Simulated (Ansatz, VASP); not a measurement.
**Two plane-wave programs on Ni3Pt**

INCAR

```
SYSTEM = Ni3Pt
ALGO = Normal
EDIFF = 1E-6
ENCUT = 520
GGA = CA
ISIF = 2
ISMEAR = -1
ISPIN = 2
LASPH = .True.
LCHARG = .True.
LELF = .True.
LMAXMIX = 4
LORBIT = 11
LREAL = .False.
LVHAR = .True.
LWAVE = .False.
MAGMOM = 1.5 1.5 1.5 0.6
NBANDS = 32
NELM = 150
PREC = Accurate
SIGMA = 0.05
```

Contents of KPOINTS:

```
k-points
0
Gamma
  9 9 9
  0 0 0
```

POSCAR

```
Ni3Pt
1.0
    3.6956547748      0.0000000000      0.0000000000
    0.0000000000      3.6956547748      0.0000000000
    0.0000000000      0.0000000000      3.6956547748
Ni Pt
3 1
Direct
    0.5000000000      0.0000000000      0.5000000000
    0.0000000000      0.5000000000      0.5000000000
    0.5000000000      0.5000000000      0.0000000000
    0.0000000000      0.0000000000      0.0000000000
```

Input for Ansatz:

```yaml
crystal:
  lattice:
    - [3.6956547748, 0.0, 0.0]
    - [0.0, 3.6956547748, 0.0]
    - [0.0, 0.0, 3.6956547748]
  atoms:
    - { symbol: Ni, position: [0.5, 0.0, 0.5], spin: 1.5 }
    - { symbol: Ni, position: [0.0, 0.5, 0.5], spin: 1.5 }
    - { symbol: Ni, position: [0.5, 0.5, 0.0], spin: 1.5 }
    - { symbol: Pt, position: [0.0, 0.0, 0.0], spin: 0.6 }
magnetization:
  spin_polarized: true
kpoints:
  mp_grid: { grid: [9, 9, 9] }
scf:
  occupations: { method: fermi_dirac, width: 0.05 }
  lower_state_search: "off"
hamiltonian:
  xc: lda
  pseudopotentials: { kind: paw }
output:
  forces: true
  stress: true
  eigenvalues: true
  populations: true
  write_density: true
  write_potential: true
  elf: true
  volumetric_format: npy
```

Change from the starting cell: volume scaled by 1.06, PAW files.

Alike in both runs: task single point; functional LDA; k mesh 9 × 9 × 9; occupations fermi-dirac, width 0.05 eV; collinear spin.

```csv
,VASP,Ansatz
version,VASP 6.6.1,Ansatz 0.2.0
potentials or method,"VASP PAW LDA potentials, release 64 (Ni, Pt)","PAW with Ansatz's default frozen-core files, scalar-relativistic"
plane-wave cutoff (eV),520,420
valence electrons in the cell,40,72
```

|  | VASP | Ansatz | Ansatz less VASP |
| --- | --- | --- | --- |
| pressure (GPa) | -21.5 | -21.8 | -0.32 |
| net moment per atom (μB) | 0.57 | 0.59 | +0.016 |
| size of the moment on the site where the two differ most (μB) | 0.67 | 0.70 | +0.038 |

LDA's correlation is that of Perdew and Zunger in VASP and of Perdew and Wang (1992) in Ansatz. Site moments also hang on the region over which each program counts them. VASP's potentials hold 40 valence electrons a cell and Ansatz's 72, so a difference there can come from the potentials and not from the codes.

Spin-orbit coupling is off throughout.
